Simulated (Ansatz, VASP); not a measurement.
## AlN in VASP and in Ansatz

Contents of INCAR:

```
PREC = Accurate
ENCUT = 520
EDIFF = 1E-6
ISMEAR = -1
SIGMA = 0.02
LREAL = False
LASPH = True
NELM = 100
ALGO = Normal
ISIF = 2
LWAVE = False
LCHARG = False
GGA = PS
NBANDS = 16
```

Contents of KPOINTS:

```
Automatic mesh
0
Gamma
  11 11 6
```

The input POSCAR:

```
AlN
1.0
    3.1720176844      0.0000000000      0.0000000000
   -1.5860088422      2.7470478959      0.0000000000
    0.0000000000      0.0000000000      5.0756326300
Al N
2 2
Direct
    0.3333333333      0.6666666667      0.0000000000
    0.6666666667      0.3333333333      0.5000000000
    0.3333333333      0.6666666667      0.3850000000
    0.6666666667      0.3333333333      0.8850000000
```

Input for Ansatz:

```yaml
crystal:
  lattice:
    - [3.1720176844, 0.0, 0.0]
    - [-1.5860088422, 2.7470478959, 0.0]
    - [0.0, 0.0, 5.07563263]
  atoms:
    - { symbol: Al, position: [0.3333333333, 0.6666666667, 0.0] }
    - { symbol: Al, position: [0.6666666667, 0.3333333333, 0.5] }
    - { symbol: "N", position: [0.3333333333, 0.6666666667, 0.385] }
    - { symbol: "N", position: [0.6666666667, 0.3333333333, 0.885] }
kpoints:
  mp_grid: { grid: [11, 11, 6] }
  band_path:
    path:
      - [0.0, 0.0, 0.0]
      - [0.5, 0.0, 0.0]
      - [0.3333333333, 0.3333333333, 0.0]
      - [0.0, 0.0, 0.0]
      - [0.0, 0.0, 0.5]
      - [0.5, 0.0, 0.5]
      - [0.3333333333, 0.3333333333, 0.5]
      - [0.0, 0.0, 0.5]
      - [0.5, 0.0, 0.5]
    npoints: 5
scf:
  occupations: { method: fermi_dirac, width: 0.02 }
hamiltonian:
  xc: pbesol
  pseudopotentials: { kind: all_electron, lapw: { basis_error: 0.001 } }
output:
  forces: true
  stress: true
  eigenvalues: true
```

Change from the starting cell: volume scaled by 1.06.

Alike in both runs: task single point; functional PBEsol; k mesh 11 × 11 × 6; occupations fermi-dirac, width 0.02 eV; no spin polarisation.

|  | VASP | Ansatz |
| --- | --- | --- |
| version | VASP 6.6.1 | Ansatz 0.2.0 |
| potentials or method | VASP PAW PBE potentials, release 64 (Al, N), cutoff 520 eV | all-electron LAPW, scalar-relativistic |

```csv
,VASP,Ansatz,Ansatz less VASP
gap on the k mesh at the Fermi level (eV),3.59,3.59,-0.005
pressure (GPa),-10.1,-10.1,-0.03
"traceless stress, the component that is largest in VASP (GPa)",-0.42,-0.40,+0.016
rms of the force components (eV/Å),0.100,0.100,-0.0005
```

VASP's potentials were made for PBE, not for PBEsol. Atom by atom the forces differ by 0.001 eV/Å (rms over components). Ansatz ran all-electron here, and VASP with PAW potentials.
